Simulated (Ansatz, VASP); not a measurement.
## One calculation of Cu, two programs

Contents of INCAR:

```
PREC = Accurate
ENCUT = 520
EDIFF = 1E-7
ISMEAR = 0
SIGMA = 0.15
LREAL = F
LASPH = T
NELM = 80
ALGO = Fast
ISIF = 2
LWAVE = F
LCHARG = F
NBANDS = 18
```

The input KPOINTS:

```
regular mesh
0
Gamma
  20 20 12
```

File POSCAR:

```
Cu
1.0
   -1.4273957350      1.4273957350      1.3410790631
    1.4273957350     -1.4273957350      1.3410790631
    2.8547914700      2.8547914700      0.0000000000
Cu
2
Direct
    0.1035349298     -0.1035349298      0.0000000000
    0.3964650702      0.6035349298      0.5000000000
```

Input for Ansatz:

```yaml
crystal:
  lattice:
    - [-1.427395735, 1.427395735, 1.3410790631]
    - [1.427395735, -1.427395735, 1.3410790631]
    - [2.85479147, 2.85479147, 0.0]
  atoms:
    - { symbol: Cu, position: [0.1035349298, -0.1035349298, 0.0] }
    - { symbol: Cu, position: [0.3964650702, 0.6035349298, 0.5] }
basis:
  ecutwfc: 520.0
kpoints:
  mp_grid: { grid: [20, 20, 12] }
hamiltonian:
  xc: lda
  pseudopotentials: { kind: paw, azcp: { folder: soft_1 } }
scf:
  occupations: { method: gaussian, width: 0.15 }
output:
  forces: true
  stress: true
  eigenvalues: true
  write_density: true
  write_potential: true
  elf: true
  volumetric_format: npy
```

Change from the starting cell: mode 1 frozen in at -0.418 Å and mode 5 at +0.000 Å (largest displacements).

Alike in both runs: task single point; functional LDA; k mesh 20 × 20 × 12; occupations gaussian, width 0.15 eV; no spin polarisation.

|  | VASP | Ansatz |
| --- | --- | --- |
| version | VASP 6.6.1 | Ansatz 0.2.0 |
| potentials or method | VASP PAW LDA potentials, release 64 (Cu), cutoff 520 eV | scalar-relativistic, plane waves, PAW |
| valence electrons in the cell | 22 | 38 |

VASP gave:

```
gap on the k mesh at the Fermi level (eV)                     : none
pressure (GPa)                                                : 3.8
traceless stress, the component that is largest in VASP (GPa) : -10.56
rms of the force components (eV/Å)                            : 0.365
```

**Question.** Which values does Ansatz return?

**Answer.** gap on the k mesh at the Fermi level (eV): none; pressure (GPa): 2.9; traceless stress, the component that is largest in VASP (GPa): -10.49; rms of the force components (eV/Å): 0.363.

Ansatz warns that its potentials were made for another functional, while VASP's fit it. LDA's correlation is that of Perdew and Zunger in VASP and of Perdew and Wang (1992) in Ansatz. Atom by atom the forces differ by 0.002 eV/Å (rms over components). A gap of «none» marks a metal or a gap that the smearing closes. VASP's potentials hold 22 valence electrons a cell and Ansatz's 38, so a difference there can come from the potentials and not from the codes.
